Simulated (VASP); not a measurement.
# In2Sb (P6_3mc) in VASP: single point with PBEsol

Aim: the single point of In2Sb with PBEsol.

Everything below comes from runs of VASP 6.6.1. Logs are shortened: lines on timing, memory, paths and dates and some standing lists are left out, and cuts for length are marked.

## Step 1: The cell of the first run

The structure is hexagonal, space group P6_3mc (No. 186). The conventional cell has a = 5.333 Å, b = 5.333 Å, c = 6.393 Å, α = 90.00°, β = 90.00°, γ = 120.00°. In (site symmetry 3m) has 5 Sb at 3.08 to 3.32 Å and 6 In at 3.40 to 3.55 Å within 4.0 Å. Within 4.2 Å of In (site symmetry 3m) lie 8 In at 3.20 to 3.55 Å and 6 Sb at 3.35 to 3.61 Å. Within 4.0 Å of Sb (site symmetry 3m) lie 11 In at 3.08 to 3.61 Å.

## Step 2: Single point, PBEsol (atoms displaced along a vibrational mode)

The input, INCAR:

```
PREC = Accurate
ENCUT = 520
EDIFF = 1E-6
ISMEAR = 0
SIGMA = 0.15
LREAL = F
LASPH = T
NELM = 100
ALGO = Fast
ISIF = 2
LWAVE = F
LCHARG = F
GGA = PS
NBANDS = 40
```

The input, KPOINTS:

```
Automatic mesh
0
Gamma
  12 12 8
```

The input, POSCAR:

```
In2Sb
1.0
    5.3333334348      0.0000000000      0.0000000000
   -2.6666667174      4.6188022414      0.0000000000
    0.0000000000      0.0000000000      6.3928489808
In Sb
4 2
Direct
    0.6666666667      0.3333333333      0.2483108044
    0.3333333333      0.6666666667      0.7483108044
    0.0000000000      0.0000000000      0.5234637171
    0.0000000000      0.0000000000      0.0234637171
    0.6666666667      0.3333333333      0.7294669266
    0.3333333333      0.6666666667      0.2294669266
```

Potentials or basis: VASP PAW PBE potentials, release 64 (In_d, Sb).

Started as:

```
$ cat potpaw_PBE.64/In_d/POTCAR potpaw_PBE.64/Sb/POTCAR > POTCAR
$ mpirun -np 1 vasp_std > vasp.out
```

OUTCAR:

```text
PREC = Accurate
   ENCUT = 520
   EDIFF = 1E-6
   ISMEAR = 0
   LREAL = F
   LASPH = T
   NELM = 100
   ISIF = 2
   GGA = PS

 ion  position               nearest neighbor table
   1  0.667  0.333  0.248-   5 3.08   6 3.08   6 3.08   6 3.08   5 3.32   4 3.40   4 3.40   4 3.40
                             3 3.55   3 3.55   3 3.55
   2  0.333  0.667  0.748-   6 3.08   5 3.08   5 3.08   5 3.08   6 3.32   3 3.40   3 3.40   3 3.40
                             4 3.55   4 3.55   4 3.55
   3  0.000  0.000  0.523-   4 3.20   4 3.20   5 3.35   5 3.35   5 3.35   2 3.40   2 3.40   2 3.40
                             1 3.55   1 3.55   1 3.55   6 3.61   6 3.61   6 3.61
   4  0.000  0.000  0.023-   3 3.20   3 3.20   6 3.35   6 3.35   6 3.35   1 3.40   1 3.40   1 3.40
                             2 3.55   2 3.55   2 3.55   5 3.61   5 3.61   5 3.61
   5  0.667  0.333  0.729-   1 3.08   2 3.08   2 3.08   2 3.08   1 3.32   3 3.35   3 3.35   3 3.35
                             4 3.61   4 3.61   4 3.61
   6  0.333  0.667  0.229-   2 3.08   1 3.08   1 3.08   1 3.08   2 3.32   4 3.35   4 3.35   4 3.35
                             3 3.61   3 3.61   3 3.61

  LATTYP: Found a hexagonal cell.
 ALAT       =     5.3333334348
 C/A-ratio  =     1.1986591611

  Lattice vectors:

 A1 = (   5.3333334348,   0.0000000000,   0.0000000000)
 A2 = (  -2.6666667174,   4.6188022414,   0.0000000000)
 A3 = (   0.0000000000,   0.0000000000,   6.3928489808)

Analysis of symmetry for initial positions (statically):
=====================================================================
 Subroutine PRICEL returns:
 Original cell was already a primitive cell.

 Routine SETGRP: Setting up the symmetry group for a
 hexagonal supercell.

 Subroutine GETGRP returns: Found 12 space group operations
 (whereof  6 operations were pure point group operations)
 out of a pool of 24 trial point group operations.

The static configuration has the point symmetry C_3v.
 The point group associated with its full space group is C_6v.

Analysis of symmetry for dynamics (positions and initial velocities):
=====================================================================
 Subroutine PRICEL returns:
 Original cell was already a primitive cell.

 Routine SETGRP: Setting up the symmetry group for a
 hexagonal supercell.

 Subroutine GETGRP returns: Found 12 space group operations
 (whereof  6 operations were pure point group operations)
 out of a pool of 24 trial point group operations.

The dynamic configuration has the point symmetry C_3v.
 The point group associated with its full space group is C_6v.

 Subroutine INISYM returns: Found 12 space group operations
 (whereof  6 operations are pure point group operations),
 and found     1 'primitive' translations

----------------------------------------------------------------------------------------

                                     Primitive cell

  volume of cell :     157.4790

  direct lattice vectors                    reciprocal lattice vectors
     5.333333435  0.000000000  0.000000000     0.187499996  0.108253173  0.000000000
    -2.666666717  4.618802241  0.000000000     0.000000000  0.216506347  0.000000000
     0.000000000  0.000000000  6.392848981     0.000000000  0.000000000  0.156424781

  length of vectors
     5.333333435  5.333333435  6.392848981     0.216506347  0.216506347  0.156424781

  position of ions in fractional coordinates (direct lattice)
     0.666666667  0.333333333  0.248310804
     0.333333333  0.666666667  0.748310804
     0.000000000  0.000000000  0.523463717
     0.000000000  0.000000000  0.023463717
     0.666666667  0.333333333  0.729466927
     0.333333333  0.666666667  0.229466927

  ion indices of the primitive-cell ions
   primitive index   ion index
                 1           1
                 2           2
                 3           3
                 4           4
                 5           5
                 6           6

----------------------------------------------------------------------------------------

 KPOINTS: Automatic mesh

Automatic generation of k-mesh.
 Grid dimensions read from file:
 generate k-points for:   12   12    8

 Generating k-lattice:

  Cartesian coordinates                     Fractional coordinates (reciprocal lattice)
     0.015625000  0.009021098  0.000000000     0.083333333 -0.000000000  0.000000000
     0.000000000  0.018042196  0.000000000     0.000000000  0.083333333  0.000000000
     0.000000000  0.000000000  0.019553098     0.000000000  0.000000000  0.125000000

  Length of vectors
     0.018042196  0.018042196  0.019553098

  Shift w.r.t. Gamma in fractional coordinates (k-lattice)
     0.000000000  0.000000000  0.000000000

 Subroutine IBZKPT returns following result:
 ===========================================

 Found     95 irreducible k-points:

 Following reciprocal coordinates:
            Coordinates               Weight
  0.000000  0.000000  0.000000      1.000000
  0.083333  0.000000  0.000000      6.000000
  0.166667  0.000000  0.000000      6.000000
  0.250000  0.000000  0.000000      6.000000
  0.333333  0.000000  0.000000      6.000000
  0.416667  0.000000  0.000000      6.000000
[... 16 lines left out ...]
  0.250000  0.000000  0.125000     12.000000
  0.333333  0.000000  0.125000     12.000000
 [... further k-points ...]
   k-points           NKPTS =     95   k-points in BZ     NKDIM =     95   number of bands    NBANDS=     40
   number of dos      NEDOS =    301   number of ions     NIONS =      6
   total plane-waves  NPLWV =  76800
   dimension x,y,z NGX =    40 NGY =   40 NGZ =   48
   dimension x,y,z NGXF=    80 NGYF=   80 NGZF=   96
   ions per type =               4   2
   NGX,Y,Z   is equivalent  to a cutoff of  12.47, 12.47, 12.48 a.u.
   NGXF,Y,Z  is equivalent  to a cutoff of  24.94, 24.94, 24.96 a.u.
 SYSTEM =  unknown system
   PREC   = accura    normal or accurate (medium, high low for compatibility)
   ISTART =      0    job   : 0-new  1-cont  2-samecut
   ICHARG =      2    charge: 1-file 2-atom 10-const
   ISPIN  =      1    spin polarized calculation?
   LNONCOLLINEAR =      F non collinear calculations
   LSORBIT =      F    spin-orbit coupling
   LASPH  =      T    aspherical Exc in radial PAW
   ENCUT  =  520.0 eV  38.22 Ry    6.18 a.u.   9.92  9.92 11.89*2*pi/ulx,y,z
   NELM   =    100;   NELMIN=  2; NELMDL= -5     # of ELM steps
   EDIFF  = 0.1E-05   stopping-criterion for ELM
   LREAL  =      F    real-space projection
   EDIFFG = 0.1E-04   stopping-criterion for IOM
   NSW    =      0    number of steps for IOM
   IBRION =     -1    ionic relax: 0-MD 1-quasi-New 2-CG
   NFREE  =      0    steps in history (QN), initial steepest desc. (CG)
   ISIF   =      2    stress and relaxation
   ISYM   =      2    0-nonsym 1-usesym 2-fastsym
   POTIM  = 0.5000    time-step for ionic-motion
   TEBEG  =    0.0;   TEEND  =   0.0 temperature during run
   PSTRESS=    0.0 pullay stress
   NELECT =      62.0000    total number of electrons
   NUPDOWN=      -1.0000    fix difference up-down
   EMIN   =  10.00;   EMAX   =-10.00  energy-range for DOS
   EFERMI =   0.00;   METHOD = LEGACY
   ISMEAR =     0;   SIGMA  =   0.15  broadening in eV -4-tet -1-fermi 0-gaus
   EFERMI_NEDOS =   21; number of points for ismear=-14 and -15
   IALGO  =     68    algorithm
   IMIX   =      4    mixing-type and parameters
     AMIX     =   0.40;   BMIX     =  1.00
     AMIX_MAG =   1.60;   BMIX_MAG =  1.00
  volume/ion in A,a.u.               =      26.25       177.12
  Fermi-wavevector in a.u.,A,eV,Ry     =   1.199862  2.267410 19.587875  1.439668
  Thomas-Fermi vector in A             =   2.335713
   LORBIT       =      0    0 simple, 1 ext, 2 COOP (PROOUT), +10 PAW based schemes
   GGA     = PS    functional components
   LHFCALC =     F    Hartree Fock is set to
   AEXX    =    0.0000 exact exchange contribution
   IVDW    =     0    specifies the selected vdW correction
   LEPSILON=     F    determine dielectric tensor
   LRPA    =     F    only Hartree local field effects (RPA)
 non-spin polarized calculation
 RMM-DIIS sequential band-by-band and
 Gauss-broadening in eV      SIGMA  =   0.15
  energy-cutoff  :      520.00
  volume of cell :      157.48
 maximum number of plane-waves:      4278
 NGX is ok and might be reduce to    40
   NGX = 19   NGY = 19   NGZ = 23

 number of electron      62.0000004 magnetization

 Free energy of the ion-electron system (eV)
  ---------------------------------------------------
  ext. energy  EPLUGINS =         0.00000000
  ---------------------------------------------------
  free energy    TOTEN  =       -21.10857774 eV

  energy without entropy =      -21.08014143  energy(sigma->0) =      -21.09435958

 E-fermi :   7.7210     XC(G=0): -10.3862

 val. band max:        7.7190180570   @ k =   0.3333   0.0833   0.2500
 cond. band min:       7.7273085509   @ k =   0.1667   0.0000   0.0000
 fundamental gap:      0.0082904939
 Fermi energy:         7.7209501563

 k-point     1 :       0.0000    0.0000    0.0000
  band No.  band energies     occupation
      1      -6.9765      2.00000
      2      -6.9372      2.00000
      3      -6.9372      2.00000
      4      -6.8730      2.00000
      5      -6.8730      2.00000
      6      -6.8438      2.00000
[... 32 lines left out ...]
     39      10.6489      0.00000
     40      12.2271      0.00000

 k-point     2 :       0.0833    0.0000    0.0000
  band No.  band energies     occupation
      1      -6.9761      2.00000
      2      -6.9402      2.00000
      3      -6.9346      2.00000
      4      -6.8704      2.00000
      5      -6.8678      2.00000
      6      -6.8368      2.00000
[... 32 lines left out ...]
     39      10.9188      0.00000
     40      12.0824      0.00000

 k-point     3 :       0.1667    0.0000    0.0000
  band No.  band energies     occupation
      1      -6.9747      2.00000
      2      -6.9448      2.00000
      3      -6.9273      2.00000
      4      -6.8631      2.00000
      5      -6.8530      2.00000
      6      -6.8314      2.00000
[... 853 lines left out ...]
  band No.  band energies     occupation
      1      -6.9580      2.00000
      2      -6.9381      2.00000
      3      -6.9133      2.00000
      4      -6.8520      2.00000
      5      -6.8480      2.00000
      6      -6.8282      2.00000
[... 32 lines left out ...]
     39      11.7677      0.00000
     40      12.7550      0.00000

 k-point    24 :       0.3333    0.0000    0.1250
  band No.  band energies     occupation
      1      -6.9575      2.00000
      2      -6.9318      2.00000
      3      -6.9060      2.00000
      4      -6.8581      2.00000
      5      -6.8440      2.00000
      6      -6.8117      2.00000
[... 32 lines left out ...]
     39      12.3077      0.00000
     40      12.7478      0.00000

 [... further k-points ...]
[... 5 lines left out ...]
  --------------------------------------------------------------------------------------
  -------------------------------------------------------------------------------------
  Total        0.3051796      0.3051796     -0.0827631      0.0000000      0.0000000      0.0000000
  in kB        3.1048713      3.1048713     -0.8420246      0.0000000      0.0000000      0.0000000
  external PRESSURE =       1.7892393 kB  Pullay stress =       0.0000000 kB

 VOLUME and BASIS-vectors are now :
 -----------------------------------------------------------------------------
  energy-cutoff  :      520.00
  volume of cell :      157.48
      direct lattice vectors                 reciprocal lattice vectors
     5.333333435  0.000000000  0.000000000     0.187499996  0.108253173  0.000000000
    -2.666666717  4.618802241  0.000000000     0.000000000  0.216506347  0.000000000
     0.000000000  0.000000000  6.392848981     0.000000000  0.000000000  0.156424781

 POSITION                                       TOTAL-FORCE (eV/Angst)
 -----------------------------------------------------------------------------------
      2.66667      1.53960      1.58741         0.000000     -0.000000     -0.020721
     -0.00000      3.07920      4.78384        -0.000000      0.000000     -0.020721
      0.00000      0.00000      3.34642        -0.000000      0.000000     -0.032894
      0.00000      0.00000      0.15000         0.000000     -0.000000     -0.032894
      2.66667      1.53960      4.66337         0.000000      0.000000      0.053614
     -0.00000      3.07920      1.46695        -0.000000      0.000000      0.053614
 -----------------------------------------------------------------------------------
    total drift:                                0.000000      0.000001      0.000188

  FREE ENERGIE OF THE ION-ELECTRON SYSTEM (eV)
  ---------------------------------------------------
  free  energy   TOTEN  =       -21.1085777379 eV

  energy  without entropy=      -21.0801414262  energy(sigma->0) =      -21.09435958
```

Run time: 14 min. Hardware: 1 thread of Oxide Virtual Turin-like, shared host; peak memory 0.55 GiB.

What came out:

```yaml
Free_energy: -21.1086 eV
Pressure: 0.2 GPa
Largest_force: 0.054 eV/Å
Band_gap_on_the_k_mesh: zero (bands 31 and 32 overlap by 2.22 eV)
```

Forces in eV/Å, atoms in the order of the input:
```
In   0.000  0.000 -0.021
In   0.000  0.000 -0.021
In   0.000  0.000 -0.033
In   0.000  0.000 -0.033
Sb   0.000  0.000  0.054
Sb   0.000  0.000  0.054
```

Levels at points of the mesh, in eV from the Fermi level:
```
           k point  band 28  band 29  band 30  band 31  band 32  band 33  band 34  band 35
(0.00, 0.00, 0.00)    -2.00    -2.00    -1.30    -0.74    -0.27    -0.27     0.28     0.52
(0.50, 0.00, 0.00)    -3.73    -1.67    -1.64    -1.20     1.48     1.62     2.21     3.55
(0.00, 0.00, 0.50)    -2.01    -2.01    -2.01    -0.83    -0.83    -0.41    -0.41    -0.41
(0.50, 0.00, 0.50)    -3.32    -0.33    -0.33     0.86     0.86     2.69     2.69     3.12
```

Caveat: the cell differs from its parent crystal (atoms displaced along a vibrational mode); the PAW data sets were made with another functional, which shifts forces and pressure a little; spin-orbit coupling is left out, which moves the levels of the heavy elements.
